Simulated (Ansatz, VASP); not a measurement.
## SiO2: VASP beside Ansatz

```
CELL_PARAMETERS angstrom
-4.47204 4.47204 2.61177
4.47204 -4.47204 2.61177
4.47204 4.47204 -2.61177
ATOMIC_POSITIONS crystal
Si 0.82311 0.82311 0.64622
Si 0.17689 0.82311 0.00000
Si 0.82311 0.17689 0.00000
Si 0.17689 0.17689 0.35378
O 0.00000 0.79145 0.79145
O 0.20855 0.00000 0.20855
O 0.79145 0.00000 0.79145
O 0.00000 0.20855 0.20855
O 0.00000 0.00000 0.50000
O 0.50000 0.00000 0.00000
O 0.00000 0.50000 0.00000
O 0.50000 0.50000 0.50000
```

Alike in both runs: task relaxation of cell and atoms; functional PBE; k mesh 6 × 6 × 6; occupations fermi-dirac, width 0.05 eV; no spin polarisation.

|  | VASP | Ansatz |
| --- | --- | --- |
| version | VASP 6.6.1 | Ansatz 0.2.0 |
| potentials or method | VASP PAW PBE potentials, release 64 (Si, O) | Ansatz PAW |
| plane-wave cutoff (eV) | 600 | 420 |
| valence electrons in the cell | 64 | 64 |

VASP gave:

| Property | Result |
| --- | --- |
| gap on the k mesh at the Fermi level, each at its own relaxed structure (eV) | 5.36 |
| relaxed volume (Å³/atom) | 17.82 |
| relaxed length of the cell vector where the two differ most in proportion (Å) | 6.892 |

Task: Which values does Ansatz return?

Result: gap on the k mesh at the Fermi level, each at its own relaxed structure (eV): 5.36; relaxed volume (Å³/atom): 17.83; relaxed length of the cell vector where the two differ most in proportion (Å): 6.895.

Noted on Ansatz's run: the plane-wave basis is chosen anew once the cell has moved, so the energies of steps on either side of that aren't comparable.
